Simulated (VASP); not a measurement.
# MgO (P6_3/mmc) in VASP: a series of runs

Runs on MgO. Level: PBEsol. Tasks: single point.

Program: VASP 6.6.1. These are calculated values, not measurements. Logs are shortened: lines on timing, memory, paths and dates and some standing lists are left out, and cuts for length are marked.

## (1) The cell of the first run

Symmetry: P6_3/mmc, No. 194, hexagonal system. Conventional cell: a = 3.485 Å, b = 3.485 Å, c = 4.723 Å, α = 90.00°, β = 90.00°, γ = 120.00°. Mg (site symmetry -6m2) has 5 O at 2.01 to 2.36 Å within 2.7 Å. Within 2.7 Å of O (site symmetry -6m2) lie 5 Mg at 2.01 to 2.36 Å.

## (2) Single point, PBEsol (volume 12.423 Å^3 an atom, c/a of the conventional cell 1.3551)

The input, INCAR:

```
ALGO = Normal
EDIFF = 1E-7
ENCUT = 520
GGA = PS
ISIF = 2
ISMEAR = 0
LASPH = T
LCHARG = F
LREAL = F
LWAVE = F
NBANDS = 16
NELM = 100
PREC = Accurate
SIGMA = 0.05
```

The input, KPOINTS:

```
k-points
0
Gamma
  9 9 6
```

The input, POSCAR:

```
MgO
1.0
    3.4854712104      0.0000000000      0.0000000000
   -1.7427356052      3.0185066123      0.0000000000
    0.0000000000      0.0000000000      4.7231620371
Mg O
2 2
Direct
    0.6666666667      0.3333333333      0.7500000000
    0.3333333333      0.6666666667      0.2500000000
    0.6666666667      0.3333333333      0.2500000000
    0.3333333333      0.6666666667      0.7500000000
```

Potentials or basis: VASP PAW PBE potentials, release 64 (Mg, O).

The run is started by

```sh
cat potpaw_PBE.64/Mg/POTCAR potpaw_PBE.64/O/POTCAR > POTCAR
mpirun -np 1 vasp_std > vasp.out
```

OUTCAR:

```text
EDIFF = 1E-7
   ENCUT = 520
   GGA = PS
   ISIF = 2
   ISMEAR = 0
   LASPH = T
   LREAL = F
   NELM = 100
   PREC = Accurate

 ion  position               nearest neighbor table
   1  0.667  0.333  0.750-   4 2.01   4 2.01   4 2.01   3 2.36   3 2.36   2 3.10   2 3.10   2 3.10
                             2 3.10   2 3.10   2 3.10
   2  0.333  0.667  0.250-   3 2.01   3 2.01   3 2.01   4 2.36   4 2.36   1 3.10   1 3.10   1 3.10
                             1 3.10   1 3.10   1 3.10
   3  0.667  0.333  0.250-   2 2.01   2 2.01   2 2.01   1 2.36   1 2.36
   4  0.333  0.667  0.750-   1 2.01   1 2.01   1 2.01   2 2.36   2 2.36

  LATTYP: Found a hexagonal cell.
 ALAT       =     3.4854712104
 C/A-ratio  =     1.3551000000

  Lattice vectors:

 A1 = (   3.4854712104,   0.0000000000,   0.0000000000)
 A2 = (  -1.7427356052,   3.0185066123,   0.0000000000)
 A3 = (   0.0000000000,   0.0000000000,   4.7231620371)

Analysis of symmetry for initial positions (statically):
=====================================================================
 Subroutine PRICEL returns:
 Original cell was already a primitive cell.

 Routine SETGRP: Setting up the symmetry group for a
 hexagonal supercell.

 Subroutine GETGRP returns: Found 24 space group operations
 (whereof 12 operations were pure point group operations)
 out of a pool of 24 trial point group operations.

The static configuration has the point symmetry D_3d.
 The point group associated with its full space group is D_6h.

Analysis of symmetry for dynamics (positions and initial velocities):
=====================================================================
 Subroutine PRICEL returns:
 Original cell was already a primitive cell.

 Routine SETGRP: Setting up the symmetry group for a
 hexagonal supercell.

 Subroutine GETGRP returns: Found 24 space group operations
 (whereof 12 operations were pure point group operations)
 out of a pool of 24 trial point group operations.

The dynamic configuration has the point symmetry D_3d.
 The point group associated with its full space group is D_6h.

 Subroutine INISYM returns: Found 24 space group operations
 (whereof 12 operations are pure point group operations),
 and found     1 'primitive' translations

----------------------------------------------------------------------------------------

                                     Primitive cell

  volume of cell :      49.6920

  direct lattice vectors                    reciprocal lattice vectors
     3.485471210  0.000000000  0.000000000     0.286905253  0.165644825  0.000000000
    -1.742735605  3.018506612  0.000000000     0.000000000  0.331289650  0.000000000
     0.000000000  0.000000000  4.723162037     0.000000000  0.000000000  0.211722569

  length of vectors
     3.485471210  3.485471210  4.723162037     0.331289650  0.331289650  0.211722569

  position of ions in fractional coordinates (direct lattice)
     0.666666667  0.333333333  0.750000000
     0.333333333  0.666666667  0.250000000
     0.666666667  0.333333333  0.250000000
     0.333333333  0.666666667  0.750000000

  ion indices of the primitive-cell ions
   primitive index   ion index
                 1           1
                 2           2
                 3           3
                 4           4

----------------------------------------------------------------------------------------

 KPOINTS: k-points

Automatic generation of k-mesh.
 Grid dimensions read from file:
 generate k-points for:    9    9    6

 Generating k-lattice:

  Cartesian coordinates                     Fractional coordinates (reciprocal lattice)
     0.031878361  0.018404981  0.000000000     0.111111111  0.000000000  0.000000000
     0.000000000  0.036809961  0.000000000     0.000000000  0.111111111  0.000000000
     0.000000000  0.000000000  0.035287095     0.000000000  0.000000000  0.166666667

  Length of vectors
     0.036809961  0.036809961  0.035287095

  Shift w.r.t. Gamma in fractional coordinates (k-lattice)
     0.000000000  0.000000000  0.000000000

 Subroutine IBZKPT returns following result:
 ===========================================

 Found     48 irreducible k-points:

 Following reciprocal coordinates:
            Coordinates               Weight
  0.000000  0.000000  0.000000      1.000000
  0.111111  0.000000  0.000000      6.000000
  0.222222 -0.000000  0.000000      6.000000
  0.333333  0.000000  0.000000      6.000000
  0.444444 -0.000000  0.000000      6.000000
  0.111111  0.111111  0.000000      6.000000
[... 16 lines left out ...]
  0.333333  0.222222  0.166667     24.000000
  0.333333  0.333333  0.166667      4.000000
 [... further k-points ...]
   k-points           NKPTS =     48   k-points in BZ     NKDIM =     48   number of bands    NBANDS=     16
   number of dos      NEDOS =    301   number of ions     NIONS =      4
   total plane-waves  NPLWV =  28224
   dimension x,y,z NGX =    28 NGY =   28 NGZ =   36
   dimension x,y,z NGXF=    56 NGYF=   56 NGZF=   72
   ions per type =               2   2
   NGX,Y,Z   is equivalent  to a cutoff of  13.36, 13.36, 12.67 a.u.
   NGXF,Y,Z  is equivalent  to a cutoff of  26.71, 26.71, 25.34 a.u.
 SYSTEM =  unknown system
   PREC   = accura    normal or accurate (medium, high low for compatibility)
   ISTART =      0    job   : 0-new  1-cont  2-samecut
   ICHARG =      2    charge: 1-file 2-atom 10-const
   ISPIN  =      1    spin polarized calculation?
   LNONCOLLINEAR =      F non collinear calculations
   LSORBIT =      F    spin-orbit coupling
   LASPH  =      T    aspherical Exc in radial PAW
   ENCUT  =  520.0 eV  38.22 Ry    6.18 a.u.   6.48  6.48  8.78*2*pi/ulx,y,z
   NELM   =    100;   NELMIN=  2; NELMDL= -5     # of ELM steps
   EDIFF  = 0.1E-06   stopping-criterion for ELM
   LREAL  =      F    real-space projection
   EDIFFG = 0.1E-05   stopping-criterion for IOM
   NSW    =      0    number of steps for IOM
   IBRION =     -1    ionic relax: 0-MD 1-quasi-New 2-CG
   NFREE  =      0    steps in history (QN), initial steepest desc. (CG)
   ISIF   =      2    stress and relaxation
   ISYM   =      2    0-nonsym 1-usesym 2-fastsym
   POTIM  = 0.5000    time-step for ionic-motion
   TEBEG  =    0.0;   TEEND  =   0.0 temperature during run
   PSTRESS=    0.0 pullay stress
   NELECT =      16.0000    total number of electrons
   NUPDOWN=      -1.0000    fix difference up-down
   EMIN   =  10.00;   EMAX   =-10.00  energy-range for DOS
   EFERMI =   0.00;   METHOD = LEGACY
   ISMEAR =     0;   SIGMA  =   0.05  broadening in eV -4-tet -1-fermi 0-gaus
   EFERMI_NEDOS =   21; number of points for ismear=-14 and -15
   IALGO  =     38    algorithm
   IMIX   =      4    mixing-type and parameters
     AMIX     =   0.40;   BMIX     =  1.00
     AMIX_MAG =   1.60;   BMIX_MAG =  1.00
  volume/ion in A,a.u.               =      12.42        83.83
  Fermi-wavevector in a.u.,A,eV,Ry     =   1.122068  2.120402 17.130245  1.259038
  Thomas-Fermi vector in A             =   2.258726
   LORBIT       =      0    0 simple, 1 ext, 2 COOP (PROOUT), +10 PAW based schemes
   GGA     = PS    functional components
   LHFCALC =     F    Hartree Fock is set to
   AEXX    =    0.0000 exact exchange contribution
   IVDW    =     0    specifies the selected vdW correction
   LEPSILON=     F    determine dielectric tensor
   LRPA    =     F    only Hartree local field effects (RPA)
 non-spin polarized calculation
 Gauss-broadening in eV      SIGMA  =   0.05
  energy-cutoff  :      520.00
  volume of cell :       49.69
 maximum number of plane-waves:      1362
 NGX is ok and might be reduce to    28
   NGX = 13   NGY = 13   NGZ = 17

 number of electron      15.9999996 magnetization

 Free energy of the ion-electron system (eV)
  ---------------------------------------------------
  ext. energy  EPLUGINS =         0.00000000
  ---------------------------------------------------
  free energy    TOTEN  =       -24.41109455 eV

  energy without entropy =      -24.41109455  energy(sigma->0) =      -24.41109455

 E-fermi :   1.4885     XC(G=0):  -9.7879

 val. band max:        1.2747279606   @ k =   0.0000   0.0000   0.0000
 cond. band min:       3.8331542568   @ k =   0.0000   0.0000   0.0000
 fundamental gap:      2.5584262962
 Fermi energy:         1.4885109208

 k-point     1 :       0.0000    0.0000    0.0000
  band No.  band energies     occupation
      1     -15.2100      2.00000
      2     -14.2746      2.00000
      3      -2.2584      2.00000
      4      -0.2376      2.00000
      5      -0.2376      2.00000
      6       0.3358      2.00000
[... 8 lines left out ...]
     15      15.8600      0.00000
     16      15.8600      0.00000

 k-point     2 :       0.1111    0.0000    0.0000
  band No.  band energies     occupation
      1     -15.1566      2.00000
      2     -14.2687      2.00000
      3      -2.1549      2.00000
      4      -0.4650      2.00000
      5      -0.3161      2.00000
      6       0.0053      2.00000
[... 8 lines left out ...]
     15      15.5531      0.00000
     16      15.7641      0.00000

 k-point     3 :       0.2222   -0.0000    0.0000
  band No.  band energies     occupation
      1     -15.0117      2.00000
      2     -14.2617      2.00000
      3      -1.8587      2.00000
      4      -1.1055      2.00000
      5      -0.4827      2.00000
      6      -0.4641      2.00000
[... 8 lines left out ...]
     15      14.3584      0.00000
     16      14.7731      0.00000

 k-point     4 :       0.3333    0.0000    0.0000
  band No.  band energies     occupation
      1     -14.8195      2.00000
      2     -14.2775      2.00000
      3      -1.7571      2.00000
      4      -1.4210      2.00000
      5      -0.8185      2.00000
      6      -0.6417      2.00000
[... 8 lines left out ...]
     15      14.0408      0.00000
     16      14.8432      0.00000
[... 324 lines left out ...]
 k-point    22 :       0.2222    0.2222    0.1667
  band No.  band energies     occupation
      1     -14.6895      2.00000
      2     -14.3222      2.00000
      3      -1.7939      2.00000
      4      -1.6816      2.00000
      5      -0.7375      2.00000
      6      -0.5470      2.00000
[... 8 lines left out ...]
     15      13.4196      0.00000
     16      15.9454      0.00000

 k-point    23 :       0.3333    0.2222    0.1667
  band No.  band energies     occupation
      1     -14.5504      2.00000
      2     -14.3683      2.00000
      3      -2.0106      2.00000
      4      -1.4657      2.00000
      5      -1.1158      2.00000
      6      -0.2779      2.00000
[... 8 lines left out ...]
     15      13.5346      0.00000
     16      15.8787      0.00000

 k-point    24 :       0.3333    0.3333    0.1667
  band No.  band energies     occupation
      1     -14.4433      2.00000
      2     -14.4433      2.00000
      3      -1.9166      2.00000
      4      -1.3818      2.00000
      5      -1.3818      2.00000
      6      -0.2675      2.00000
[... 8 lines left out ...]
     15      13.6765      0.00000
     16      16.7249      0.00000

 [... further k-points ...]
[... 5 lines left out ...]
  --------------------------------------------------------------------------------------
  -------------------------------------------------------------------------------------
  Total       -2.2054215     -2.2054215     -4.8533473      0.0000000      0.0000000      0.0000000
  in kB      -71.1075483    -71.1075483   -156.4823911      0.0000000      0.0000000      0.0000000
  external PRESSURE =     -99.5658293 kB  Pullay stress =       0.0000000 kB

 VOLUME and BASIS-vectors are now :
 -----------------------------------------------------------------------------
  energy-cutoff  :      520.00
  volume of cell :       49.69
      direct lattice vectors                 reciprocal lattice vectors
     3.485471210  0.000000000  0.000000000     0.286905253  0.165644825  0.000000000
    -1.742735605  3.018506612  0.000000000     0.000000000  0.331289650  0.000000000
     0.000000000  0.000000000  4.723162037     0.000000000  0.000000000  0.211722569

 POSITION                                       TOTAL-FORCE (eV/Angst)
 -----------------------------------------------------------------------------------
      1.74274      1.00617      3.54237         0.000000      0.000000      0.000000
     -0.00000      2.01234      1.18079        -0.000000      0.000000      0.000000
      1.74274      1.00617      1.18079         0.000000      0.000000      0.000000
     -0.00000      2.01234      3.54237        -0.000000     -0.000000      0.000000
 -----------------------------------------------------------------------------------
    total drift:                               -0.000000      0.000000     -0.000000

  FREE ENERGIE OF THE ION-ELECTRON SYSTEM (eV)
  ---------------------------------------------------
  free  energy   TOTEN  =       -24.4110945467 eV

  energy  without entropy=      -24.4110945467  energy(sigma->0) =      -24.41109455
```

It took 39 s on 1 thread of Intel Xeon Platinum 8259CL at 2.50GHz (Skylake/Cascade Lake), shared host; peak memory 0.19 GiB.

Results:

| Property | Result |
| --- | --- |
| Free energy | -24.4111 eV |
| Pressure | -10.0 GPa |
| Band gap on the k mesh | 2.56 eV, direct |

Stress tensor (GPa, compression positive):
```
 -7.11   0.00   0.00
  0.00  -7.11   0.00
  0.00   0.00 -15.65
```

Levels at points of the mesh, in eV from the valence-band top:
```tsv
k point	band 5	band 6	band 7	band 8	band 9	band 10	band 11	band 12
(0.00, 0.00, 0.00)	-1.51	-0.94	-0.94	0.00	2.56	8.04	10.02	12.34
(0.00, 0.00, 0.50)	-1.23	-1.23	-1.23	-1.23	5.42	5.42	12.70	12.70
```

Caveat: the PAW data sets were made with another functional, which shifts forces and pressure a little.

## (3) Single point, PBEsol (volume 12.423 Å^3 an atom, c/a of the conventional cell 1.2003)

The input, INCAR:

```
SYSTEM = MgO
PREC = Accurate
ENCUT = 520
EDIFF = 1E-6
ISMEAR = 0
SIGMA = 0.05
LREAL = .False.
LASPH = .True.
NELM = 100
ALGO = Normal
ISIF = 2
LWAVE = .False.
LCHARG = .False.
GGA = PS
NBANDS = 16
```

The input, KPOINTS:

```
regular mesh
0
Gamma
  9 9 6
  0 0 0
```

The input, POSCAR:

```
MgO
1.0
    3.6293086721      0.0000000000      0.0000000000
   -1.8146543361      3.1430735082      0.0000000000
    0.0000000000      0.0000000000      4.3562022195
Mg O
2 2
Direct
    0.6666666667      0.3333333333      0.7500000000
    0.3333333333      0.6666666667      0.2500000000
    0.6666666667      0.3333333333      0.2500000000
    0.3333333333      0.6666666667      0.7500000000
```

Potentials or basis: VASP PAW PBE potentials, release 64 (Mg, O).

The run is started by

```sh
cat potpaw_PBE.64/Mg/POTCAR potpaw_PBE.64/O/POTCAR > POTCAR
mpirun -np 1 vasp_std > vasp.out
```

Wall time 31 s (1 thread of Intel Xeon Platinum 8259CL at 2.50GHz (Skylake/Cascade Lake), shared host); peak memory 0.18 GiB.

Results (log left out):

| Quantity | Value |
| --- | --- |
| Free energy | -24.5345 eV |
| Pressure | -12.2 GPa |
| Band gap on the k mesh | 2.72 eV, direct |

Stress tensor (GPa, compression positive):
```
-11.94   0.00   0.00
  0.00 -11.94   0.00
  0.00   0.00 -12.77
```

Levels at points of the mesh, in eV from the valence-band top:
```csv
k point,band 6,band 7,band 8,band 9,band 10,band 11
"(0.00, 0.00, 0.00)",-0.67,-0.67,0.00,2.72,8.42,11.14
"(0.00, 0.00, 0.50)",-1.11,-1.11,-1.11,5.71,5.71,11.97
```

Caveat: the PAW data sets were made with another functional, which shifts forces and pressure a little.
